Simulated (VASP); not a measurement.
# AlCo (NiAs type) (P6_3/mmc) in VASP: a series of runs

AlCo (NiAs type) is run at these levels: PBE; tasks: single point, relaxation of cell and atoms.

Everything below comes from runs of VASP 6.6.1. Logs are shortened: lines on timing, memory, paths and dates and some standing lists are left out, and cuts for length are marked.

## (1) The cell of the first run

It takes space group P6_3/mmc (No. 194, hexagonal). The conventional cell has a = 2.198 Å, b = 2.198 Å, c = 6.421 Å, α = 90.00°, β = 90.00°, γ = 120.00°. Co (site symmetry -3m) has 6 Al at 2.05 Å and 6 Co at 2.20 Å within 2.7 Å. Al (site symmetry -6m2) has 6 Co at 2.05 Å and 6 Al at 2.20 Å within 2.7 Å.

## (2) Single point, PBE

INCAR reads:

```
SYSTEM = AlCo
PREC = Accurate
ENCUT = 600
EDIFF = 1E-6
ISMEAR = -1
SIGMA = 0.05
LREAL = .False.
LASPH = .True.
NELM = 120
ALGO = Normal
ISIF = 2
LWAVE = .False.
LCHARG = .False.
GGA = PE
NBANDS = 28
GGA_COMPAT = .False.
```

KPOINTS reads:

```
regular mesh
0
Gamma
  10 10 6
  0 0 0
```

POSCAR reads:

```
AlCo
1.0
    2.1983355088      0.0000000000      0.0000000000
   -1.0991677544      1.9038143967      0.0000000000
    0.0000000000      0.0000000000      6.4208574103
Co Al
2 2
Direct
    0.0000000000      0.0000000000      0.0000000000
    0.0000000000      0.0000000000      0.5000000000
    0.3333333333      0.6666666667      0.2500000000
    0.6666666667      0.3333333333      0.7500000000
```

Potentials or basis: VASP PAW PBE potentials, release 64 (Co_sv, Al).

Launch:

```
cat potpaw_PBE.64/Co_sv/POTCAR potpaw_PBE.64/Al/POTCAR > POTCAR
mpirun -np 1 vasp_std > vasp.out
```

OUTCAR:

```text
SYSTEM = AlCo
   PREC = Accurate
   ENCUT = 600
   EDIFF = 1E-6
   ISMEAR = -1
   LREAL = .False.
   LASPH = .True.
   NELM = 120
   ISIF = 2
   GGA = PE

 ion  position               nearest neighbor table
   1  0.000  0.000  0.000-   3 2.05   4 2.05   4 2.05   3 2.05   4 2.05   3 2.05
   2  0.000  0.000  0.500-   3 2.05   4 2.05   4 2.05   3 2.05   4 2.05   3 2.05
   3  0.333  0.667  0.250-   1 2.05   2 2.05   1 2.05   2 2.05   1 2.05   2 2.05
   4  0.667  0.333  0.750-   1 2.05   2 2.05   1 2.05   2 2.05   1 2.05   2 2.05

  LATTYP: Found a hexagonal cell.
 ALAT       =     2.1983355088
 C/A-ratio  =     2.9207813751

  Lattice vectors:

 A1 = (   2.1983355088,   0.0000000000,   0.0000000000)
 A2 = (  -1.0991677544,   1.9038143967,   0.0000000000)
 A3 = (   0.0000000000,   0.0000000000,   6.4208574103)

Analysis of symmetry for initial positions (statically):
=====================================================================
 Subroutine PRICEL returns:
 Original cell was already a primitive cell.

 Routine SETGRP: Setting up the symmetry group for a
 hexagonal supercell.

 Subroutine GETGRP returns: Found 24 space group operations
 (whereof 12 operations were pure point group operations)
 out of a pool of 24 trial point group operations.

The static configuration has the point symmetry D_3d.
 The point group associated with its full space group is D_6h.

Analysis of symmetry for dynamics (positions and initial velocities):
=====================================================================
 Subroutine PRICEL returns:
 Original cell was already a primitive cell.

 Routine SETGRP: Setting up the symmetry group for a
 hexagonal supercell.

 Subroutine GETGRP returns: Found 24 space group operations
 (whereof 12 operations were pure point group operations)
 out of a pool of 24 trial point group operations.

The dynamic configuration has the point symmetry D_3d.
 The point group associated with its full space group is D_6h.

 Subroutine INISYM returns: Found 24 space group operations
 (whereof 12 operations are pure point group operations),
 and found     1 'primitive' translations

----------------------------------------------------------------------------------------

                                     Primitive cell

  volume of cell :      26.8727

  direct lattice vectors                    reciprocal lattice vectors
     2.198335509  0.000000000  0.000000000     0.454889618  0.262630643  0.000000000
    -1.099167754  1.903814397  0.000000000     0.000000000  0.525261287  0.000000000
     0.000000000  0.000000000  6.420857410     0.000000000  0.000000000  0.155742440

  length of vectors
     2.198335509  2.198335509  6.420857410     0.525261287  0.525261287  0.155742440

  position of ions in fractional coordinates (direct lattice)
     0.000000000  0.000000000  0.000000000
     0.000000000  0.000000000  0.500000000
     0.333333333  0.666666667  0.250000000
     0.666666667  0.333333333  0.750000000

  ion indices of the primitive-cell ions
   primitive index   ion index
                 1           1
                 2           2
                 3           3
                 4           4

----------------------------------------------------------------------------------------

 KPOINTS: regular mesh

Automatic generation of k-mesh.
 Grid dimensions read from file:
 generate k-points for:   10   10    6

 Generating k-lattice:

  Cartesian coordinates                     Fractional coordinates (reciprocal lattice)
     0.045488962  0.026263064  0.000000000     0.100000000  0.000000000  0.000000000
     0.000000000  0.052526129  0.000000000     0.000000000  0.100000000  0.000000000
     0.000000000  0.000000000  0.025957073     0.000000000  0.000000000  0.166666667

  Length of vectors
     0.052526129  0.052526129  0.025957073

  Shift w.r.t. Gamma in fractional coordinates (k-lattice)
     0.000000000  0.000000000  0.000000000

 Subroutine IBZKPT returns following result:
 ===========================================

 Found     56 irreducible k-points:

 Following reciprocal coordinates:
            Coordinates               Weight
  0.000000  0.000000  0.000000      1.000000
  0.100000  0.000000  0.000000      6.000000
  0.200000  0.000000  0.000000      6.000000
  0.300000  0.000000  0.000000      6.000000
  0.400000 -0.000000  0.000000      6.000000
  0.500000  0.000000  0.000000      3.000000
[... 16 lines left out ...]
  0.300000  0.100000  0.166667     24.000000
  0.400000  0.100000  0.166667     24.000000
 [... further k-points ...]
   k-points           NKPTS =     56   k-points in BZ     NKDIM =     56   number of bands    NBANDS=     28
   number of dos      NEDOS =    301   number of ions     NIONS =      4
   total plane-waves  NPLWV =  17496
   dimension x,y,z NGX =    18 NGY =   18 NGZ =   54
   dimension x,y,z NGXF=    36 NGYF=   36 NGZF=  108
   ions per type =               2   2
   NGX,Y,Z   is equivalent  to a cutoff of  13.61, 13.61, 13.98 a.u.
   NGXF,Y,Z  is equivalent  to a cutoff of  27.22, 27.22, 27.96 a.u.
 SYSTEM =  AlCo
   PREC   = accura    normal or accurate (medium, high low for compatibility)
   ISTART =      0    job   : 0-new  1-cont  2-samecut
   ICHARG =      2    charge: 1-file 2-atom 10-const
   ISPIN  =      1    spin polarized calculation?
   LNONCOLLINEAR =      F non collinear calculations
   LSORBIT =      F    spin-orbit coupling
   LASPH  =      T    aspherical Exc in radial PAW
   ENCUT  =  600.0 eV  44.10 Ry    6.64 a.u.   4.39  4.39 12.82*2*pi/ulx,y,z
   NELM   =    120;   NELMIN=  2; NELMDL= -5     # of ELM steps
   EDIFF  = 0.1E-05   stopping-criterion for ELM
   LREAL  =      F    real-space projection
   EDIFFG = 0.1E-04   stopping-criterion for IOM
   NSW    =      0    number of steps for IOM
   IBRION =     -1    ionic relax: 0-MD 1-quasi-New 2-CG
   NFREE  =      0    steps in history (QN), initial steepest desc. (CG)
   ISIF   =      2    stress and relaxation
   ISYM   =      2    0-nonsym 1-usesym 2-fastsym
   POTIM  = 0.5000    time-step for ionic-motion
   TEBEG  =    0.0;   TEEND  =   0.0 temperature during run
   PSTRESS=    0.0 pullay stress
   NELECT =      40.0000    total number of electrons
   NUPDOWN=      -1.0000    fix difference up-down
   EMIN   =  10.00;   EMAX   =-10.00  energy-range for DOS
   EFERMI =   0.00;   METHOD = LEGACY
   ISMEAR =    -1;   SIGMA  =   0.05  broadening in eV -4-tet -1-fermi 0-gaus
   EFERMI_NEDOS =   21; number of points for ismear=-14 and -15
   IALGO  =     38    algorithm
   IMIX   =      4    mixing-type and parameters
     AMIX     =   0.40;   BMIX     =  1.00
     AMIX_MAG =   1.60;   BMIX_MAG =  1.00
  volume/ion in A,a.u.               =       6.72        45.34
  Fermi-wavevector in a.u.,A,eV,Ry     =   1.869208  3.532291 47.537919  3.493938
  Thomas-Fermi vector in A             =   2.915296
   LORBIT       =      0    0 simple, 1 ext, 2 COOP (PROOUT), +10 PAW based schemes
   GGA     = PE    functional components
   LHFCALC =     F    Hartree Fock is set to
   AEXX    =    0.0000 exact exchange contribution
   IVDW    =     0    specifies the selected vdW correction
   LEPSILON=     F    determine dielectric tensor
   LRPA    =     F    only Hartree local field effects (RPA)
 non-spin polarized calculation
  energy-cutoff  :      600.00
  volume of cell :       26.87
 maximum number of plane-waves:       931
 NGX is ok and might be reduce to    18
   NGX =  9   NGY =  9   NGZ = 25

 number of electron      40.0000029 magnetization

 Free energy of the ion-electron system (eV)
  ---------------------------------------------------
  ext. energy  EPLUGINS =         0.00000000
  ---------------------------------------------------
  free energy    TOTEN  =        -9.12732074 eV

  energy without entropy =       -9.10922058  energy(sigma->0) =       -9.11827066

 E-fermi :  21.3942     XC(G=0): -15.5785

 val. band max:       21.3940626923   @ k =   0.4000  -0.0000   0.3333
 cond. band min:      21.3948365208   @ k =   0.4000  -0.0000   0.5000
 fundamental gap:      0.0007738285
 Fermi energy:        21.3942293786

 k-point     1 :       0.0000    0.0000    0.0000
  band No.  band energies     occupation
      1     -74.5111      2.00000
      2     -74.5085      2.00000
      3     -37.9010      2.00000
      4     -37.8727      2.00000
      5     -37.3896      2.00000
      6     -37.3896      2.00000
[... 20 lines left out ...]
     27      40.8056      0.00000
     28      40.8056      0.00000

 k-point     2 :       0.1000    0.0000    0.0000
  band No.  band energies     occupation
      1     -74.4938      2.00000
      2     -74.4915      2.00000
      3     -37.8855      2.00000
      4     -37.8594      2.00000
      5     -37.4789      2.00000
      6     -37.4776      2.00000
[... 20 lines left out ...]
     27      38.5603      0.00000
     28      40.4547      0.00000

 k-point     3 :       0.2000    0.0000    0.0000
  band No.  band energies     occupation
      1     -74.4486      2.00000
      2     -74.4469      2.00000
      3     -37.8451      2.00000
      4     -37.8240      2.00000
      5     -37.7122      2.00000
      6     -37.7095      2.00000
[... 20 lines left out ...]
     27      37.5238      0.00000
     28      38.7346      0.00000

 k-point     4 :       0.3000    0.0000    0.0000
  band No.  band energies     occupation
      1     -74.3923      2.00000
      2     -74.3913      2.00000
      3     -37.9972      2.00000
      4     -37.9921      2.00000
      5     -37.7941      2.00000
      6     -37.7804      2.00000
[... 578 lines left out ...]
     27      36.5627      0.00000
     28      36.9948      0.00000

 k-point    23 :       0.3000    0.1000    0.1667
  band No.  band energies     occupation
      1     -74.3606      2.00000
      2     -74.3602      2.00000
      3     -38.1149      2.00000
      4     -38.1108      2.00000
      5     -37.7655      2.00000
      6     -37.7559      2.00000
[... 20 lines left out ...]
     27      33.6153      0.00000
     28      36.1158      0.00000

 k-point    24 :       0.4000    0.1000    0.1667
  band No.  band energies     occupation
      1     -74.3288      2.00000
      2     -74.3288      2.00000
      3     -38.2604      2.00000
      4     -38.2564      2.00000
      5     -37.7375      2.00000
      6     -37.7308      2.00000
[... 20 lines left out ...]
     27      32.7127      0.00000
     28      35.0445      0.00000

 [... further k-points ...]
[... 5 lines left out ...]
  --------------------------------------------------------------------------------------
  -------------------------------------------------------------------------------------
  Total       56.7220590     56.7220590     56.8478373      0.0000000     -0.0000000      0.0000000
  in kB     3381.8236951   3381.8236952   3389.3227160      0.0000000     -0.0000000      0.0000000
  external PRESSURE =    3384.3233688 kB  Pullay stress =       0.0000000 kB

 VOLUME and BASIS-vectors are now :
 -----------------------------------------------------------------------------
  energy-cutoff  :      600.00
  volume of cell :       26.87
      direct lattice vectors                 reciprocal lattice vectors
     2.198335509  0.000000000  0.000000000     0.454889618  0.262630643  0.000000000
    -1.099167754  1.903814397  0.000000000     0.000000000  0.525261287  0.000000000
     0.000000000  0.000000000  6.420857410     0.000000000  0.000000000  0.155742440

 POSITION                                       TOTAL-FORCE (eV/Angst)
 -----------------------------------------------------------------------------------
      0.00000      0.00000      0.00000         0.000000      0.000000      0.000000
      0.00000      0.00000      3.21043         0.000000      0.000000      0.000000
     -0.00000      1.26921      1.60521         0.000000      0.000000      0.000000
      1.09917      0.63460      4.81564        -0.000000     -0.000000     -0.000000
 -----------------------------------------------------------------------------------
    total drift:                                0.000000      0.000000      0.000000

  FREE ENERGIE OF THE ION-ELECTRON SYSTEM (eV)
  ---------------------------------------------------
  free  energy   TOTEN  =        -9.1273207359 eV

  energy  without entropy=       -9.1092205808  energy(sigma->0) =       -9.11827066
```

It took 36 s on 1 thread of Intel Xeon Platinum 8559C (Emerald Rapids), shared host; peak memory 0.17 GiB.

What came out:

```
Free energy            : -9.1273 eV
Pressure               : 338.4 GPa
Band gap on the k mesh : zero (band 20 reaches 22.51 eV, above the bottom of band 21 at 19.81 eV)
```

Spin polarisation is off, so any magnetic state and its effect on volume and gap are missing.

[end of part 1 of 2]
